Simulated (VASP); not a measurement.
The system is BeS.

```xyz
2
Lattice="0.0119 2.3144 2.3144 2.3144 0.0119 2.3144 2.3144 2.3144 0.0119" Properties=species:S:1:pos:R:3 pbc="T T T"
Be    0.0000    0.0000    0.0000
S     2.3204    2.3204    2.3204
```

This cell differs from its parent crystal: epitaxial 111 strain -0.6%.

Base run:

| Property | Result |
| --- | --- |
| Program | VASP 6.6.1 |
| Functional | r2SCAN |
| Potentials or basis | VASP PAW PBE potentials, release 64 (Be, S) |
| Cutoff | 520 eV |
| k mesh | 10 × 10 × 10 |
| Occupations | gaussian, width 0.01 eV |
| Spin | no spin polarisation |

Its results: band gap on the k mesh 1.35 eV (least direct gap 4.60 eV); pressure 1.2 GPa.

**Question.** The run is repeated on the same cell with these changes: functional from r2SCAN to HSE06; k mesh from 10 × 10 × 10 to 6 × 6 × 6. What comes out?

**Answer.** Band gap on the k mesh 1.72 eV (least direct gap 5.21 eV); pressure -0.7 GPa.

Several settings changed at once.

Caveats: the structure was generated, so it needn't be the stable form of BeS; the PAW data sets were made with another functional, which shifts forces and pressure a little.

A k mesh can miss the band edges.
